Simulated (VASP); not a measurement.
Here is a VASP 6.6.1 calculation.

File INCAR:

```
AGGAC = 1.0 ; AGGAX = 1.0
ALDAC = 0.0 ; ALDAX = 1.0
ALGO = Normal ; EDIFF = 1E-6
ENCUT = 520 ; GGA = B5
ISIF = 2 ; ISMEAR = -1
LASPH = True ; LCHARG = True
LELF = True ; LREAL = False
LVHAR = True ; LWAVE = False
NBANDS = 13 ; NELM = 60
PREC = Accurate ; SIGMA = 0.1
```

The input KPOINTS:

```
k-points
0
Gamma
  15 15 15
```

File POSCAR:

```
W
1.0
    0.0000000000      1.9858429963      1.9858429963
    1.9858429963      0.0000000000      1.9858429963
    1.9858429963      1.9858429963      0.0000000000
W
1
Direct
    0.0000000000      0.0000000000      0.0000000000
```

Potentials or basis: VASP PAW PBE potentials, release 64 (W_sv).

Run with:

```bash
$ cat potpaw_PBE.64/W_sv/POTCAR > POTCAR
$ mpirun -np 1 vasp_std > vasp.out
```

Question: Predict the band gap on the k mesh.

Answer: Zero (band 7 reaches 15.07 eV, above the bottom of band 8 at 11.03 eV).

Question: Predict the pressure.

Answer: 27.0 GPa.

Caveat: the PAW data sets were made with another functional, which shifts forces and pressure a little; spin-orbit coupling is left out, which moves the levels of the heavy elements.
